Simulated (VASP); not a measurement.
# NaF in VASP: further runs

NaF is run at these levels: PBE; tasks: G0W0 quasiparticle levels.

All numbers are computed with VASP 6.6.1; they aren't measurements. Logs are shortened: lines on timing, memory, paths and dates and some standing lists are left out, and cuts for length are marked.

## 1. The cell of the first run

Symmetry: F-43m, No. 216, cubic system. Conventional cell: a = 5.063 Å, b = 5.063 Å, c = 5.063 Å, α = 90.00°, β = 90.00°, γ = 90.00°. Na (site symmetry -43m) has 4 F at 2.19 Å within 2.9 Å. F (site symmetry -43m) has 4 Na at 2.19 Å within 2.9 Å.

## 2. G0W0 quasiparticle levels, PBE

The input, POSCAR:

```
NaF
1.0
    0.0000000000      2.5312613515      2.5312613515
    2.5312613515      0.0000000000      2.5312613515
    2.5312613515      2.5312613515      0.0000000000
Na F
1 1
Direct
    0.0000000000      0.0000000000      0.0000000000
    0.2500000000      0.2500000000      0.2500000000
```

The input, INCAR.step1:

```
SYSTEM = NaF
ALGO = Normal ; EDIFF = 1E-8
ENCUT = 500 ; GGA = PE
ISMEAR = 0 ; LASPH = .TRUE.
LCHARG = .FALSE. ; LREAL = .FALSE.
LWAVE = .TRUE. ; NELM = 80
PREC = Accurate ; SIGMA = 0.01
```

The input, INCAR.step2:

```
SYSTEM = NaF
ALGO = Exact ; EDIFF = 1E-8
ENCUT = 500 ; GGA = PE
ISMEAR = 0 ; ISTART = 1
LASPH = .TRUE. ; LCHARG = .FALSE.
LOPTICS = .TRUE. ; LREAL = .FALSE.
LWAVE = .TRUE. ; NBANDS = 143
NELM = 1 ; PREC = Accurate
SIGMA = 0.01
```

The input, INCAR.step3:

```
SYSTEM = NaF
ALGO = EVGW0 ; EDIFF = 1E-8
ENCUT = 500 ; ENCUTGW = 150.0
GGA = PE ; ISMEAR = 0
ISTART = 1 ; LASPH = .TRUE.
LCHARG = .FALSE. ; LREAL = .FALSE.
LWAVE = .FALSE. ; NBANDS = 143
NBANDSGW = 16 ; NELMGW = 1
NOMEGA = 48 ; PREC = Accurate
PRECFOCK = Fast ; SIGMA = 0.01
```

The input, KPOINTS:

```
k-points
0
G
  6 6 6
  0 0 0
```

Potentials or basis: VASP PAW PBE potentials, release 64 (Na_sv_GW, F_GW).

Started as:

```
cat potpaw_PBE.64/Na_sv_GW/POTCAR potpaw_PBE.64/F_GW/POTCAR > POTCAR
cp INCAR.step1 INCAR
mpirun -np 1 vasp_std > vasp.out
cp INCAR.step2 INCAR
mpirun -np 1 vasp_std > vasp.out
cp INCAR.step3 INCAR
mpirun -np 1 vasp_std > vasp.out
```

OUTCAR:

```text
SYSTEM = NaF
   EDIFF = 1E-8
   ENCUT = 500
   ENCUTGW = 150.0
   GGA = PE
   ISMEAR = 0
   ISTART = 1
   LASPH = .TRUE.
   LREAL = .FALSE.
   NELMGW = 1
   PREC = Accurate
   PRECFOCK = Fast

 ion  position               nearest neighbor table
   1  0.000  0.000  0.000-   2 2.19   2 2.19   2 2.19   2 2.19
   2  0.250  0.250  0.250-   1 2.19   1 2.19   1 2.19   1 2.19

  LATTYP: Found a face centered cubic cell.
 ALAT       =     5.0625227030

  Lattice vectors:

 A1 = (   0.0000000000,   2.5312613515,   2.5312613515)
 A2 = (   2.5312613515,   0.0000000000,   2.5312613515)
 A3 = (   2.5312613515,   2.5312613515,   0.0000000000)

Analysis of symmetry for initial positions (statically):
=====================================================================
 Subroutine PRICEL returns:
 Original cell was already a primitive cell.

 Routine SETGRP: Setting up the symmetry group for a
 face centered cubic supercell.

 Subroutine GETGRP returns: Found 24 space group operations
 (whereof 24 operations were pure point group operations)
 out of a pool of 48 trial point group operations.

The static configuration has the point symmetry T_d .

Analysis of symmetry for dynamics (positions and initial velocities):
=====================================================================
 Subroutine PRICEL returns:
 Original cell was already a primitive cell.

 Routine SETGRP: Setting up the symmetry group for a
 face centered cubic supercell.

 Subroutine GETGRP returns: Found 24 space group operations
 (whereof 24 operations were pure point group operations)
 out of a pool of 48 trial point group operations.

The dynamic configuration has the point symmetry T_d .

 Subroutine INISYM returns: Found 24 space group operations
 (whereof 24 operations are pure point group operations),
 and found     1 'primitive' translations

----------------------------------------------------------------------------------------

                                     Primitive cell

  volume of cell :      32.4370

  direct lattice vectors                    reciprocal lattice vectors
     0.000000000  2.531261351  2.531261351    -0.197529978  0.197529978  0.197529978
     2.531261351  0.000000000  2.531261351     0.197529978 -0.197529978  0.197529978
     2.531261351  2.531261351  0.000000000     0.197529978  0.197529978 -0.197529978

  length of vectors
     3.579744133  3.579744133  3.579744133     0.342131959  0.342131959  0.342131959

  position of ions in fractional coordinates (direct lattice)
     0.000000000  0.000000000  0.000000000
     0.250000000  0.250000000  0.250000000

  ion indices of the primitive-cell ions
   primitive index   ion index
                 1           1
                 2           2

----------------------------------------------------------------------------------------

 KPOINTS: k-points

Automatic generation of k-mesh.
 Grid dimensions read from file:
 generate k-points for:    6    6    6

 Generating k-lattice:

  Cartesian coordinates                     Fractional coordinates (reciprocal lattice)
    -0.032921663  0.032921663  0.032921663     0.166666667  0.000000000  0.000000000
     0.032921663 -0.032921663  0.032921663     0.000000000  0.166666667  0.000000000
     0.032921663  0.032921663 -0.032921663     0.000000000  0.000000000  0.166666667

  Length of vectors
     0.057021993  0.057021993  0.057021993

  Shift w.r.t. Gamma in fractional coordinates (k-lattice)
     0.000000000  0.000000000  0.000000000

 Subroutine IBZKPT returns following result:
 ===========================================

 Found     16 irreducible k-points:

 Following reciprocal coordinates:
            Coordinates               Weight
  0.000000  0.000000  0.000000      1.000000
  0.166667  0.000000  0.000000      8.000000
  0.333333  0.000000  0.000000      8.000000
  0.500000  0.000000  0.000000      4.000000
  0.166667  0.166667  0.000000      6.000000
  0.333333  0.166667  0.000000     24.000000
[... 8 lines left out ...]
 -0.333333  0.333333  0.166667     24.000000
 -0.333333  0.500000  0.166667     12.000000
   k-points           NKPTS =     16   k-points in BZ     NKDIM =    216   number of bands    NBANDS=    143
   number of dos      NEDOS =    301   number of ions     NIONS =      2
   total plane-waves  NPLWV =  21952
   dimension x,y,z NGX =    28 NGY =   28 NGZ =   28
   dimension x,y,z NGXF=    56 NGYF=   56 NGZF=   56
   ions per type =               1   1
   NGX,Y,Z   is equivalent  to a cutoff of  13.00, 13.00, 13.00 a.u.
   NGXF,Y,Z  is equivalent  to a cutoff of  26.01, 26.01, 26.01 a.u.
 SYSTEM =  NaF
   PREC   = accura    normal or accurate (medium, high low for compatibility)
   ISTART =      1    job   : 0-new  1-cont  2-samecut
   ICHARG =      0    charge: 1-file 2-atom 10-const
   ISPIN  =      1    spin polarized calculation?
   LNONCOLLINEAR =      F non collinear calculations
   LSORBIT =      F    spin-orbit coupling
   LASPH  =      T    aspherical Exc in radial PAW
   ENCUT  =  500.0 eV  36.75 Ry    6.06 a.u.   6.53  6.53  6.53*2*pi/ulx,y,z
   NELM   =     60;   NELMIN=  2; NELMDL=  0     # of ELM steps
   EDIFF  = 0.1E-07   stopping-criterion for ELM
   LREAL  =      F    real-space projection
   EDIFFG = 0.1E-06   stopping-criterion for IOM
   NSW    =      0    number of steps for IOM
   IBRION =     -1    ionic relax: 0-MD 1-quasi-New 2-CG
   NFREE  =      0    steps in history (QN), initial steepest desc. (CG)
   ISIF   =      0    stress and relaxation
   ISYM   =      3    0-nonsym 1-usesym 2-fastsym
   POTIM  = 0.5000    time-step for ionic-motion
   TEBEG  =    0.0;   TEEND  =   0.0 temperature during run
   PSTRESS=    0.0 pullay stress
   NELECT =      16.0000    total number of electrons
   NUPDOWN=      -1.0000    fix difference up-down
   EMIN   =  10.00;   EMAX   =-10.00  energy-range for DOS
   EFERMI =   0.00;   METHOD = LEGACY
   ISMEAR =     0;   SIGMA  =   0.01  broadening in eV -4-tet -1-fermi 0-gaus
   EFERMI_NEDOS =   21; number of points for ismear=-14 and -15
   IALGO  =     38    algorithm
   IMIX   =      4    mixing-type and parameters
     AMIX     =   0.40;   BMIX     =  1.00
     AMIX_MAG =   1.60;   BMIX_MAG =  1.00
  volume/ion in A,a.u.               =      16.22       109.45
  Fermi-wavevector in a.u.,A,eV,Ry     =   1.293504  2.444368 22.764630  1.673153
  Thomas-Fermi vector in A             =   2.425146
   LORBIT       =      0    0 simple, 1 ext, 2 COOP (PROOUT), +10 PAW based schemes
   GGA     = PE    functional components
   LHFCALC =     T    Hartree Fock is set to
   PRECFOCK=fast      Normal, Fast or Accurate (Low or Medium for compatibility)
   ENCUT4O =  -1.0   cutoff for four orbital integrals eV
   NKREDX  =     1    reduce k-point grid by
   NKREDY  =     1    reduce k-point grid by
   NKREDZ  =     1    reduce k-point grid by
   AEXX    =    1.0000 exact exchange contribution
   HFSCREEN=    0.0000 screening length (either q_TF or 0.3 A-1)
   HFSCREENC=   0.0000 screening length for correlation (either q_TF or 0.3 A-1)
   ENCUTFOCK=  -1.0 apply spherical cutoff to Coloumb kernel
   IVDW    =     0    specifies the selected vdW correction
   LEPSILON=     F    determine dielectric tensor
   LRPA    =     F    only Hartree local field effects (RPA)
   LRPAFORCE           =     F    calculate RPA forces
   ENCUTGW             = 150.0    cutoff for response function in eV
   ENCUTGWSOFT         = 120.0    soft cutoff for Coulomb kernel in GW response function in eV
   ENCUTLF             =  -1.0    cutoff for local field effects
   NELMGW              =     1    number of iterations in solving QP/BSE equation
   NELMHF              =     1    number of iterations in the inner HF iteration
   NKREDLFX            =     1    NKREDLFY  =   1   NKREDLFZ  =   1
 non-spin polarized calculation
 Gauss-broadening in eV      SIGMA  =   0.01
  energy-cutoff  :      500.00
  volume of cell :       32.44
 maximum number of plane-waves:       869
 NGX is ok and might be reduce to    28
  NGX = 16; NGY = 16; NGZ = 16
   NGX = 13   NGY = 13   NGZ = 13
 maximum number of plane-waves:       144

 QP shifts <psi_nk| G(iteration)W_0 |psi_nk>: iteration 1
 for sc-GW calculations column KS-energies equals QP-energies in previous step
 and V_xc(KS)=  KS-energies - (<T + V_ion + V_H > + <T+V_H+V_ion>^1  + <V_x>^1)

 k-point   1 :       0.0000    0.0000    0.0000
  band No.  KS-energies  QP-energies   sigma(KS)   V_xc(KS)     V^pw_x(r,r')   Z            occupation Imag(sigma)

      1     -50.1194     -60.2789     -41.7554     -29.2636     -49.1335       0.8133       2.0000       0.4156
      2     -22.0470     -28.7579     -36.2281     -28.3330     -41.3878       0.8500       2.0000       0.1742
      3     -22.0470     -28.7579     -36.2281     -28.3330     -41.3878       0.8500       2.0000       0.1742
      4     -22.0470     -28.7579     -36.2281     -28.3330     -41.3878       0.8500       2.0000       0.1742
      5     -21.9292     -26.3923     -28.8304     -22.8979     -36.9898       0.7523       2.0000       1.0681
      6      -3.2003      -6.0760     -25.4018     -21.7716     -29.6613       0.7922       2.0000       0.2382
[... 8 lines left out ...]
     15      17.7153      19.4915      -5.1918      -7.1879      -2.3141       0.8898       0.0000      -0.3848
     16      18.6618      20.6639      -4.9065      -7.1371      -2.0265       0.8975       0.0000      -0.2943

 k-point   2 :       0.1667    0.0000    0.0000
  band No.  KS-energies  QP-energies   sigma(KS)   V_xc(KS)     V^pw_x(r,r')   Z            occupation Imag(sigma)

      1     -50.1181     -60.2938     -41.7579     -29.2663     -49.1359       0.8146       2.0000       0.4148
      2     -22.3221     -28.0788     -33.0272     -25.8760     -39.3811       0.8050       2.0000       0.5404
      3     -22.0495     -28.7613     -36.2229     -28.3257     -41.3820       0.8499       2.0000       0.1748
      4     -22.0495     -28.7613     -36.2229     -28.3257     -41.3820       0.8499       2.0000       0.1748
      5     -21.6371     -26.8832     -32.0505     -25.3746     -39.0142       0.7858       2.0000       0.6989
      6      -3.4596      -6.3590     -24.5745     -20.8742     -28.6975       0.7836       2.0000       0.2414
[... 8 lines left out ...]
     15      17.5164      19.1251      -4.5627      -6.3414      -1.7641       0.9044       0.0000      -0.3657
     16      20.1624      22.3753      -6.0747      -8.5615      -3.0217       0.8898       0.0000      -0.3995

 k-point   3 :       0.3333    0.0000    0.0000
  band No.  KS-energies  QP-energies   sigma(KS)   V_xc(KS)     V^pw_x(r,r')   Z            occupation Imag(sigma)

      1     -50.1156     -60.3300     -41.7633     -29.2713     -49.1410       0.8177       2.0000       0.4134
      2     -22.5510     -28.2422     -32.6642     -25.5396     -39.0939       0.7988       2.0000       0.5681
      3     -22.0552     -28.7624     -36.2099     -28.3111     -41.3677       0.8491       2.0000       0.1760
      4     -22.0552     -28.7624     -36.2099     -28.3111     -41.3677       0.8491       2.0000       0.1760
      5     -21.3822     -26.6548     -32.4432     -25.7478     -39.3289       0.7875       2.0000       0.6639
      6      -3.8720      -6.8773     -23.6823     -19.8528     -27.6933       0.7848       2.0000       0.2531
[... 8 lines left out ...]
     15      18.1340      20.3557      -6.3204      -8.8337      -3.3413       0.8840       0.0000      -0.3304
     16      21.9602      24.3697      -6.4338      -9.1404      -3.2921       0.8902       0.0000      -0.4179

 k-point   4 :       0.5000    0.0000    0.0000
  band No.  KS-energies  QP-energies   sigma(KS)   V_xc(KS)     V^pw_x(r,r')   Z            occupation Imag(sigma)

      1     -50.1145     -60.3177     -41.7659     -29.2738     -49.1437       0.8168       2.0000       0.4127
      2     -22.6328     -28.3149     -32.5833     -25.4567     -39.0218       0.7973       2.0000       0.5720
      3     -22.0583     -28.7577     -36.2025     -28.3037     -41.3595       0.8482       2.0000       0.1767
      4     -22.0583     -28.7577     -36.2025     -28.3037     -41.3595       0.8482       2.0000       0.1767
      5     -21.2891     -26.5634     -32.5357     -25.8469     -39.4119       0.7885       2.0000       0.6570
      6      -4.0401      -7.0844     -23.4308     -19.5422     -27.4233       0.7829       2.0000       0.2600
[... 8 lines left out ...]
     15      18.5222      20.9268      -7.0759      -9.8077      -4.0045       0.8802       0.0000      -0.3892
     16      21.9253      24.7412      -7.1183     -10.2479      -3.9172       0.8998       0.0000      -0.3753
[... 184 lines left out ...]
      1     -50.1140     -60.3574     -41.7667     -29.2746     -49.1444       0.8200       2.0000       0.4125
      2     -22.6411     -28.2973     -32.5283     -25.4230     -39.0043       0.7960       2.0000       0.5800
      3     -22.0818     -28.7442     -36.1361     -28.2355     -41.2869       0.8433       2.0000       0.1798
      4     -22.0655     -28.7524     -36.1836     -28.2834     -41.3388       0.8464       2.0000       0.1780
      5     -21.2464     -26.5711     -32.6782     -25.9714     -39.5245       0.7939       2.0000       0.6440
      6      -3.8258      -6.8202     -23.8699     -20.0509     -27.9184       0.7841       2.0000       0.2532
[... 8 lines left out ...]
     15      19.8192      22.1089      -6.5891      -9.1612      -3.5272       0.8902       0.0000      -0.4425
     16      22.9138      24.9350      -5.1003      -7.3391      -2.1170       0.9028       0.0000      -0.4329

 k-point  15 :      -0.3333    0.3333    0.1667
  band No.  KS-energies  QP-energies   sigma(KS)   V_xc(KS)     V^pw_x(r,r')   Z            occupation Imag(sigma)

      1     -50.1133     -60.3895     -41.7685     -29.2763     -49.1463       0.8226       2.0000       0.4121
      2     -22.6816     -28.3158     -32.4895     -25.3860     -38.9767       0.7932       2.0000       0.5828
      3     -22.0910     -28.7431     -36.1102     -28.2093     -41.2582       0.8419       2.0000       0.1807
      4     -22.0697     -28.7506     -36.1731     -28.2719     -41.3271       0.8456       2.0000       0.1789
      5     -21.1891     -26.5327     -32.7511     -26.0458     -39.5892       0.7969       2.0000       0.6389
      6      -3.7908      -6.7953     -24.0691     -20.2393     -28.1531       0.7845       2.0000       0.2532
[... 8 lines left out ...]
     15      21.3247      23.5655      -5.7333      -8.2283      -2.6865       0.8981       0.0000      -0.4067
     16      21.6359      24.0392      -6.6834      -9.3864      -3.5552       0.8891       0.0000      -0.4484

 k-point  16 :      -0.3333    0.5000    0.1667
  band No.  KS-energies  QP-energies   sigma(KS)   V_xc(KS)     V^pw_x(r,r')   Z            occupation Imag(sigma)

      1     -50.1129     -60.4350     -41.7693     -29.2771     -49.1470       0.8263       2.0000       0.4119
      2     -22.7025     -28.3174     -32.4702     -25.3671     -38.9599       0.7905       2.0000       0.5834
      3     -22.0882     -28.7454     -36.1198     -28.2183     -41.2686       0.8425       2.0000       0.1804
      4     -22.0767     -28.7437     -36.1545     -28.2523     -41.3066       0.8437       2.0000       0.1803
      5     -21.1607     -26.5184     -32.7802     -26.0771     -39.6166       0.7993       2.0000       0.6368
      6      -3.8188      -6.8179     -24.0442     -20.2158     -28.1353       0.7834       2.0000       0.2553
[... 8 lines left out ...]
     15      20.7933      22.8853      -5.3943      -7.7334      -2.3628       0.8943       0.0000      -0.3633
     16      22.4859      24.9117      -6.3629      -9.0726      -3.2312       0.8952       0.0000      -0.4536
```

It took 9.1 min on 1 thread of Intel Xeon 6975P-C, shared host; peak memory 0.74 GiB.

Results:

| Property | Result |
| --- | --- |
| Band gap on the k mesh, mean-field level | 5.63 eV, direct |
| Quasiparticle gap | 9.83 eV |
| Least direct quasiparticle gap | 9.83 eV |

Caveat: bands, screening cutoff and mesh are small and nothing is extrapolated, so the quasiparticle values aren't converged.

(Continued in part 2 of 2.)
